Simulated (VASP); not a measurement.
Wanted: the native input for a VASP 6.6.1 run.

```
Task                   : single point
Functional             : PBEsol
Potentials or basis    : VASP PAW PBE potentials, release 64 (N)
Cutoff                 : 520 eV
k mesh                 : 6 × 6 × 2
Occupations            : gaussian, width 0.05 eV
Spin                   : no spin polarisation
Dipole correction      : no
Further INCAR settings : ALGO = Normal; EDIFF = 1e-07; NBANDS = 30
```

The structure of N lies in POSCAR:

```
N
1.0
   -4.6258169325      0.0000000000      0.0000000000
   -2.3129084662     -4.0060749768      0.0000000000
   -0.7709694888      1.3353583256     14.7224973438
N
8
Direct
    0.0430829260      0.6235837406      0.8707512219
    0.2018252125      0.4648414542      0.3945243625
    0.0679857380      0.5986809286      0.7960427859
    0.2267280245      0.4399386422      0.3198159265
    0.6145296891      0.7188036443      0.1564109328
    0.4557874026      0.8775459307      0.6326377922
    0.6394325011      0.6939008323      0.0817024968
    0.4806902146      0.8526431187      0.5579293562
```

This cell differs from its parent crystal: the part above a cut slid along it.

The input as run:

INCAR

```
SYSTEM = N
ALGO     = Normal         ! electronic algorithm
EDIFF    = 1E-7           ! SCF threshold, eV
ENCUT    = 520            ! plane-wave cutoff, eV
GGA      = PS             ! functional
ISIF     = 2              ! what is computed and relaxed
ISMEAR   = 0              ! smearing method
LASPH    = .TRUE.         ! aspherical terms in the spheres
LCHARG   = .FALSE.        ! write CHGCAR
LREAL    = .FALSE.        ! projectors in reciprocal space
LWAVE    = .FALSE.        ! write WAVECAR
NBANDS   = 30             ! bands
NELM     = 80             ! most SCF steps
PREC     = Accurate       ! precision mode
SIGMA    = 0.05           ! smearing width, eV
```

KPOINTS

```
k-points
0
G
  6 6 2
  0 0 0
```

Potentials or basis: VASP PAW PBE potentials, release 64 (N).

The run is started by

```sh
$ cat potpaw_PBE.64/N/POTCAR > POTCAR
$ mpirun -np 1 vasp_std > vasp.out
```

It gave:

| Item | Value |
| --- | --- |
| Pressure | 1.5 GPa |
| Largest force | 1.896 eV/Å |
| Band gap on the k mesh | 7.41 eV (least direct gap 7.57 eV) |

Caveat: the cell differs from its parent crystal (the part above a cut slid along it); the standard files for N, O and F lose accuracy on very short bonds; this functional lacks dispersion, which holds the molecules together, so the pressure and a relaxed volume are unreliable; the PAW data sets were made with another functional, which shifts forces and pressure a little.

Wall time 5.8 min on 1 thread of Intel(R) Xeon(R) Platinum 8259CL CPU @ 2.50GHz (Skylake/Cascade Lake) (shared host), peak memory 0.48 GiB.
